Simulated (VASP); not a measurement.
Set up this calculation in VASP 6.6.1, as the native input.

* Task: relaxation of cell and atoms
* Functional: RPBE
* Potentials or basis: VASP PAW PBE potentials, release 64 (Cu)
* Cutoff: 600 eV
* k mesh: 12 × 12 × 4
* Occupations: fermi-dirac, width 0.05 eV
* Spin: no spin polarisation
* Dipole correction: no
* Further INCAR settings: ALGO = Fast; EDIFF = 1e-07; IBRION = 2; EDIFFG = -0.01; NSW = 60; ISIF = 3

The structure of Cu lies in POSCAR:

```
Cu
1.0
    2.5307640267      0.0000000000      0.0000000000
   -1.2653820134      2.1917059381      0.0000000000
    0.0000000000      0.0000000000      8.2618150800
Cu
4
Direct
    0.6666666667      0.3333333333      0.7500000000
    0.0000000000      0.0000000000      0.5000000000
    0.3333333333      0.6666666667      0.2500000000
    0.0000000000      0.0000000000      0.0000000000
```

This isn't the form of Cu at room conditions, which is fcc.

These files were run (other wordings do the same):

INCAR

```
SYSTEM = Cu
  ALGO = Fast
  EDIFF = 1E-7
  EDIFFG = -0.01
  ENCUT = 600
  GGA = RP
  IBRION = 2
  ISIF = 3
  ISMEAR = -1
  LASPH = .True.
  LCHARG = .False.
  LREAL = .False.
  LWAVE = .False.
  NELM = 80
  NSW = 60
  PREC = Accurate
  SIGMA = 0.05
```

KPOINTS

```
k-points
0
Gamma
  12 12 4
  0 0 0
```

Potentials or basis: VASP PAW PBE potentials, release 64 (Cu).

Command:

```bash
$ cat potpaw_PBE.64/Cu/POTCAR > POTCAR
$ mpirun -np 1 vasp_std > vasp.out
```

Results of the run:

```yaml
Relaxed_volume: 12.47 Å³/atom
Relaxed_cell: a = 2.607 Å, b = 2.607 Å, c = 8.474 Å, α = 90.00°, β = 90.00°, γ = 120.00°
Space_group_after_relaxing_to_0.1_Å: P6_3/mmc (No. 194)
Energy_gained_by_relaxing: 36.9 meV/atom
Ionic_steps: 8
Pressure_after_relaxing: 0.0 GPa
Band_gap_on_the_k_mesh: zero (bands 22 and 23 overlap by 4.96 eV)
```

Caveat: the PAW data sets were made with another functional, which shifts forces and pressure a little.

Wall time 4.9 min on 1 thread of AMD EPYC 9R45 96-Core Processor (Zen 5), with other jobs on the host, peak memory 0.18 GiB.
